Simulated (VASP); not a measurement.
# InSe in VASP: a series of runs

InSe is run at these levels: PBE+D3(BJ); tasks: single point.

The COD entry that gives the cell may itself be a prediction, so a difference from it is no test against experiment.

All numbers are computed with VASP 6.6.1; they aren't measurements. Logs are shortened: lines on timing, memory, paths and dates and some standing lists are left out, and cuts for length are marked.

## (1) The cell of the first run

The cell holds a slab with vacuum, 4 atoms: a = 3.892 Å, b = 3.892 Å, c = 36.721 Å, α = 90.00°, β = 90.00°, γ = 120.00°.

## (2) Single point, PBE+D3(BJ)

Input file INCAR:

```
ALGO     = Normal         # electronic algorithm
DIPOL    = 0.5 0.5 0.500
EDIFF    = 1E-7           # SCF threshold, eV
ENCUT    = 520            # plane-wave cutoff, eV
GGA      = PE             # functional
IDIPOL   = 3            
ISIF     = 2              # what is computed and relaxed
ISMEAR   = 0              # smearing method
IVDW     = 12             # dispersion correction
LASPH    = True           # aspherical terms in the spheres
LCHARG   = True           # write CHGCAR
LDIPOL   = True         
LELF     = True           # ELF
LREAL    = False          # projectors in reciprocal space
LVACPOTAV= True         
LVHAR    = True         
LWAVE    = False          # write WAVECAR
NBANDS   = 27             # bands
NELM     = 100            # most SCF steps
PREC     = Accurate       # precision mode
SIGMA    = 0.02           # smearing width, eV
```

Input file KPOINTS:

```
k-points
0
Gamma
  9 9 1
```

Input file POSCAR:

```
InSe
1.0
    3.8920000000      0.0000000000      0.0000000000
   -1.9460000000      3.3705708715      0.0000000000
    0.0000000000      0.0000000000     36.7211901288
Se In
2 2
Direct
    0.0000000000      0.0000000000      0.4314289814
    0.0000000000      0.0000000000      0.5685432738
    0.6666666667      0.3333333333      0.4644126644
    0.6666666667      0.3333333333      0.5355596410
```

Potentials or basis: VASP PAW PBE potentials, release 64 (Se, In_d).

Launch:

```console
$ cat potpaw_PBE.64/Se/POTCAR potpaw_PBE.64/In_d/POTCAR > POTCAR
$ mpirun -np 1 vasp_std > vasp.out
```

OUTCAR:

```text
EDIFF = 1E-7
   ENCUT = 520
   GGA = PE
   ISIF = 2
   ISMEAR = 0
   IVDW = 12
   LASPH = True
   LREAL = False
   NELM = 100
   PREC = Accurate
 IVDW          = 12

 ion  position               nearest neighbor table
   1  0.000  0.000  0.431-   3 2.55   3 2.55   3 2.55
   2  0.000  0.000  0.569-   4 2.55   4 2.55   4 2.55
   3  0.667  0.333  0.464-   1 2.55   1 2.55   1 2.55   4 2.61
   4  0.667  0.333  0.536-   2 2.55   2 2.55   2 2.55   3 2.61

  LATTYP: Found a hexagonal cell.
 ALAT       =     3.8920000000
 C/A-ratio  =     9.4350437124

  Lattice vectors:

 A1 = (   3.8920000000,   0.0000000000,   0.0000000000)
 A2 = (  -1.9460000000,   3.3705708715,   0.0000000000)
 A3 = (   0.0000000000,   0.0000000000,  36.7211901288)

Analysis of symmetry for initial positions (statically):
=====================================================================
 Subroutine PRICEL returns:
 Original cell was already a primitive cell.

 Routine SETGRP: Setting up the symmetry group for a
 hexagonal supercell.

 Subroutine GETGRP returns: Found 12 space group operations
 (whereof  6 operations were pure point group operations)
 out of a pool of 24 trial point group operations.

The static configuration has the point symmetry C_3v.
 The point group associated with its full space group is D_3h.

Analysis of symmetry for dynamics (positions and initial velocities):
=====================================================================
 Subroutine PRICEL returns:
 Original cell was already a primitive cell.

 Routine SETGRP: Setting up the symmetry group for a
 hexagonal supercell.

 Subroutine GETGRP returns: Found 12 space group operations
 (whereof  6 operations were pure point group operations)
 out of a pool of 24 trial point group operations.

The dynamic configuration has the point symmetry C_3v.
 The point group associated with its full space group is D_3h.

 Subroutine INISYM returns: Found 12 space group operations
 (whereof  6 operations are pure point group operations),
 and found     1 'primitive' translations

----------------------------------------------------------------------------------------

                                     Primitive cell

  volume of cell :     481.7182

  direct lattice vectors                    reciprocal lattice vectors
     3.892000000  0.000000000  0.000000000     0.256937307  0.148342824  0.000000000
    -1.946000000  3.370570872  0.000000000     0.000000000  0.296685647  0.000000000
     0.000000000  0.000000000 36.721190129     0.000000000  0.000000000  0.027232233

  length of vectors
     3.892000000  3.892000000 36.721190129     0.296685647  0.296685647  0.027232233

  position of ions in fractional coordinates (direct lattice)
     0.000000000  0.000000000  0.431428981
     0.000000000  0.000000000  0.568543274
     0.666666667  0.333333333  0.464412664
     0.666666667  0.333333333  0.535559641

  ion indices of the primitive-cell ions
   primitive index   ion index
                 1           1
                 2           2
                 3           3
                 4           4

----------------------------------------------------------------------------------------

 KPOINTS: k-points

Automatic generation of k-mesh.
 Grid dimensions read from file:
 generate k-points for:    9    9    1

 Generating k-lattice:

  Cartesian coordinates                     Fractional coordinates (reciprocal lattice)
     0.028548590  0.016482536  0.000000000     0.111111111  0.000000000  0.000000000
     0.000000000  0.032965072  0.000000000     0.000000000  0.111111111  0.000000000
     0.000000000  0.000000000  0.027232233     0.000000000  0.000000000  1.000000000

  Length of vectors
     0.032965072  0.032965072  0.027232233

  Shift w.r.t. Gamma in fractional coordinates (k-lattice)
     0.000000000  0.000000000  0.000000000

 Subroutine IBZKPT returns following result:
 ===========================================

 Found     12 irreducible k-points:

 Following reciprocal coordinates:
            Coordinates               Weight
  0.000000  0.000000  0.000000      1.000000
  0.111111  0.000000  0.000000      6.000000
  0.222222  0.000000  0.000000      6.000000
  0.333333  0.000000  0.000000      6.000000
  0.444444  0.000000  0.000000      6.000000
  0.111111  0.111111  0.000000      6.000000
  0.222222  0.111111  0.000000     12.000000
  0.333333  0.111111  0.000000     12.000000
  0.444444  0.111111  0.000000      6.000000
  0.222222  0.222222  0.000000      6.000000
  0.333333  0.222222  0.000000     12.000000
  0.333333  0.333333  0.000000      2.000000
   k-points           NKPTS =     12   k-points in BZ     NKDIM =     12   number of bands    NBANDS=     27
   number of dos      NEDOS =    301   number of ions     NIONS =      4
   total plane-waves  NPLWV = 252000
   dimension x,y,z NGX =    30 NGY =   30 NGZ =  280
   dimension x,y,z NGXF=    60 NGYF=   60 NGZF=  560
   ions per type =               2   2
   NGX,Y,Z   is equivalent  to a cutoff of  12.81, 12.81, 12.68 a.u.
   NGXF,Y,Z  is equivalent  to a cutoff of  25.63, 25.63, 25.35 a.u.
 SYSTEM =  unknown system
   PREC   = accura    normal or accurate (medium, high low for compatibility)
   ISTART =      0    job   : 0-new  1-cont  2-samecut
   ICHARG =      2    charge: 1-file 2-atom 10-const
   ISPIN  =      1    spin polarized calculation?
   LNONCOLLINEAR =      F non collinear calculations
   LSORBIT =      F    spin-orbit coupling
   LASPH  =      T    aspherical Exc in radial PAW
   ENCUT  =  520.0 eV  38.22 Ry    6.18 a.u.   7.24  7.24 68.28*2*pi/ulx,y,z
   NELM   =    100;   NELMIN=  2; NELMDL= -5     # of ELM steps
   EDIFF  = 0.1E-06   stopping-criterion for ELM
   LREAL  =      F    real-space projection
   EDIFFG = 0.1E-05   stopping-criterion for IOM
   NSW    =      0    number of steps for IOM
   IBRION =     -1    ionic relax: 0-MD 1-quasi-New 2-CG
   NFREE  =      0    steps in history (QN), initial steepest desc. (CG)
   ISIF   =      2    stress and relaxation
   ISYM   =      2    0-nonsym 1-usesym 2-fastsym
   POTIM  = 0.5000    time-step for ionic-motion
   TEBEG  =    0.0;   TEEND  =   0.0 temperature during run
   PSTRESS=    0.0 pullay stress
   NELECT =      38.0000    total number of electrons
   NUPDOWN=      -1.0000    fix difference up-down
   EMIN   =  10.00;   EMAX   =-10.00  energy-range for DOS
   EFERMI =   0.00;   METHOD = LEGACY
   ISMEAR =     0;   SIGMA  =   0.02  broadening in eV -4-tet -1-fermi 0-gaus
   EFERMI_NEDOS =   21; number of points for ismear=-14 and -15
   IALGO  =     38    algorithm
   IMIX   =      4    mixing-type and parameters
     AMIX     =   0.40;   BMIX     =  1.00
     AMIX_MAG =   1.60;   BMIX_MAG =  1.00
  volume/ion in A,a.u.               =     120.43       812.70
  Fermi-wavevector in a.u.,A,eV,Ry     =   0.702110  1.326795  6.707103  0.492958
  Thomas-Fermi vector in A             =   1.786720
   LORBIT       =      0    0 simple, 1 ext, 2 COOP (PROOUT), +10 PAW based schemes
   GGA     = PE    functional components
   LHFCALC =     F    Hartree Fock is set to
   AEXX    =    0.0000 exact exchange contribution
   IVDW    =    12    specifies the selected vdW correction
   LEPSILON=     F    determine dielectric tensor
   LRPA    =     F    only Hartree local field effects (RPA)
 non-spin polarized calculation
 Gauss-broadening in eV      SIGMA  =   0.02
  energy-cutoff  :      520.00
  volume of cell :      481.72
 maximum number of plane-waves:     13023
 NGX is ok and might be reduce to    30
   NGX = 15   NGY = 15   NGZ =137

 dipolmoment           0.000000      0.000000      0.000000 electrons x Angstroem

 number of electron      38.0000021 magnetization

 dipolmoment           0.000000      0.000000     -0.000011 electrons x Angstroem

 Free energy of the ion-electron system (eV)
  ---------------------------------------------------
  ext. energy  EPLUGINS =         0.00000000
  ---------------------------------------------------
  free energy    TOTEN  =       -13.71698307 eV

  energy without entropy =      -13.71698307  energy(sigma->0) =      -13.71698307

 E-fermi :  -3.4835     XC(G=0):  -2.3452

 val. band max:       -3.5976775211   @ k =   0.1111   0.1111   0.0000
 cond. band min:      -1.6553072864   @ k =   0.0000   0.0000   0.0000
 fundamental gap:      1.9423702347
 Fermi energy:        -3.4835018756

 k-point     1 :       0.0000    0.0000    0.0000
  band No.  band energies     occupation
      1     -18.0100      2.00000
      2     -17.7010      2.00000
      3     -17.7010      2.00000
      4     -17.5502      2.00000
      5     -17.5502      2.00000
      6     -17.5451      2.00000
[... 19 lines left out ...]
     26       2.2777      0.00000
     27       2.4682      0.00000

 k-point     2 :       0.1111    0.0000    0.0000
  band No.  band energies     occupation
      1     -18.0093      2.00000
      2     -17.7711      2.00000
      3     -17.7000      2.00000
      4     -17.6527      2.00000
      5     -17.5582      2.00000
      6     -17.5398      2.00000
[... 19 lines left out ...]
     26       2.4397      0.00000
     27       2.4595      0.00000

 k-point     3 :       0.2222    0.0000    0.0000
  band No.  band energies     occupation
      1     -18.0242      2.00000
      2     -17.8806      2.00000
      3     -17.8049      2.00000
      4     -17.6999      2.00000
      5     -17.5738      2.00000
      6     -17.5107      2.00000
[... 234 lines left out ...]
      1     -18.1339      2.00000
      2     -17.9893      2.00000
      3     -17.9211      2.00000
      4     -17.7304      2.00000
      5     -17.5730      2.00000
      6     -17.4761      2.00000
[... 19 lines left out ...]
     26       4.1686      0.00000
     27       4.3205      0.00000

 k-point    12 :       0.3333    0.3333    0.0000
  band No.  band energies     occupation
      1     -18.1388      2.00000
      2     -17.9987      2.00000
      3     -17.9206      2.00000
      4     -17.7389      2.00000
      5     -17.5621      2.00000
      6     -17.4856      2.00000
[... 19 lines left out ...]
     26       4.4412      0.00000
     27       4.6268      0.00000

------------------------ aborting loop because EDIFF is reached ----------------------------------------

 vacuum level on the upper side and lower side of the slab       (xc-potential included)        -0.097        -0.097

 Edisp (eV)   -0.99347

 E8    (eV) :    -0.4806

  FORCE on cell =-STRESS in cart. coord.  units (eV):
  Direction    XX          YY          ZZ          XY          YZ          ZX
  --------------------------------------------------------------------------------------
  -------------------------------------------------------------------------------------
  Total       5.16256     5.16256     6.58565     0.00000     0.00000    -0.00000
  in kB      17.17049    17.17049    21.90364     0.00000     0.00000    -0.00000
  external pressure =       18.75 kB  Pullay stress =        0.00 kB

 VOLUME and BASIS-vectors are now :
 -----------------------------------------------------------------------------
  energy-cutoff  :      520.00
  volume of cell :      481.72
      direct lattice vectors                 reciprocal lattice vectors
     3.892000000  0.000000000  0.000000000     0.256937307  0.148342824  0.000000000
    -1.946000000  3.370570872  0.000000000     0.000000000  0.296685647  0.000000000
     0.000000000  0.000000000 36.721190129     0.000000000  0.000000000  0.027232233

 POSITION                                       TOTAL-FORCE (eV/Angst)
 -----------------------------------------------------------------------------------
      0.00000      0.00000     15.84259        -0.000000     -0.000000     -1.299929
      0.00000      0.00000     20.87759         0.000000      0.000000      1.299929
      1.94600      1.12352     17.05379        -0.000000      0.000000     -0.024235
      1.94600      1.12352     19.66639        -0.000000      0.000000      0.024235
 -----------------------------------------------------------------------------------
    total drift:                               -0.000000      0.000000     -0.001421

  FREE ENERGIE OF THE ION-ELECTRON SYSTEM (eV)
  ---------------------------------------------------
  free  energy   TOTEN  =       -14.7104501505 eV

  energy  without entropy=      -14.7104501505  energy(sigma->0) =      -14.71045015

 vacuum level on the upper side and lower side of the slab         2.232         2.232
```

Run time: 3.5 min. Hardware: 1 thread of AMD EPYC 9R45 (Zen 5), shared host; peak memory 0.57 GiB.

Results:

* Free energy: -14.7105 eV
* Largest force: 1.300 eV/Å
* Band gap on the k mesh: 1.94 eV, indirect (least direct gap 2.04 eV)
* Dispersion energy per atom: -0.248 eV
* Ionisation potential of the upper face: 5.83 eV

Forces in eV/Å, atoms in the order of the input:
```
Se   0.000  0.000 -1.300
Se   0.000  0.000  1.300
In   0.000  0.000 -0.024
In   0.000  0.000  0.024
```

Levels at points of the mesh, in eV from the valence-band top:
```tsv
k point	band 15	band 16	band 17	band 18	band 19	band 20	band 21	band 22	band 23	band 24
(0.00, 0.00, 0.00)	-0.61	-0.61	-0.50	-0.50	-0.10	1.94	3.05	5.11	5.11	5.42
```

Caveat: spin-orbit coupling is left out, which moves the levels of the heavy elements.

## (3) Single point, PBE+D3(BJ)

Input file INCAR:

```
PREC     = Accurate       # precision mode
ENCUT    = 520            # plane-wave cutoff, eV
EDIFF    = 1E-6           # SCF threshold, eV
ISMEAR   = 0              # smearing method
SIGMA    = 0.02           # smearing width, eV
LREAL    = F              # projectors in reciprocal space
LASPH    = T              # aspherical terms in the spheres
NELM     = 80             # most SCF steps
ALGO     = Normal         # electronic algorithm
ISIF     = 2              # what is computed and relaxed
LWAVE    = F              # write WAVECAR
LCHARG   = T              # write CHGCAR
LDIPOL   = T            
IDIPOL   = 3            
DIPOL    = 0.5 0.5 0.500
GGA      = PE             # functional
IVDW     = 12             # dispersion correction
LELF     = T              # ELF
LVHAR    = T            
LVACPOTAV= T            
NBANDS   = 27             # bands
```

Input file KPOINTS:

```
regular mesh
0
Gamma
  9 9 1
```

Input file POSCAR:

```
InSe
1.0
    3.8920000000      0.0000000000      0.0000000000
   -1.9460000000      3.3705708715      0.0000000000
    0.0000000000      0.0000000000     36.7211901288
Se In
2 2
Direct
    0.0000000000      0.0000000000      0.4282428102
    0.0000000000      0.0000000000      0.5717294451
    0.6666666667      0.3333333333      0.4627593992
    0.6666666667      0.3333333333      0.5372129085
```

Potentials or basis: VASP PAW PBE potentials, release 64 (Se, In_d).

Launch:

```console
$ cat potpaw_PBE.64/Se/POTCAR potpaw_PBE.64/In_d/POTCAR > POTCAR
$ mpirun -np 1 vasp_std > vasp.out
```

Run time: 2.9 min. Hardware: 1 thread of AMD EPYC 9R45 (Zen 5), shared host; peak memory 0.55 GiB.

It converged, with:

```
Free energy                            : -14.9256 eV
Largest force                          : 0.815 eV/Å
Band gap on the k mesh                 : 2.02 eV, indirect (least direct gap 2.12 eV)
Dispersion energy per atom             : -0.242 eV
Ionisation potential of the upper face : 5.96 eV
```

Forces on the atoms (eV/Å):
```
Se   0.000  0.000 -0.815
Se   0.000  0.000  0.815
In   0.000  0.000  0.479
In   0.000  0.000 -0.479
```

Levels at points of the mesh, in eV from the valence-band top:
```tsv
k point	band 15	band 16	band 17	band 18	band 19	band 20	band 21	band 22	band 23	band 24
(0.00, 0.00, 0.00)	-0.36	-0.36	-0.28	-0.28	-0.11	2.02	3.20	5.41	5.41	5.55
```

Caveat: spin-orbit coupling is left out, which moves the levels of the heavy elements.
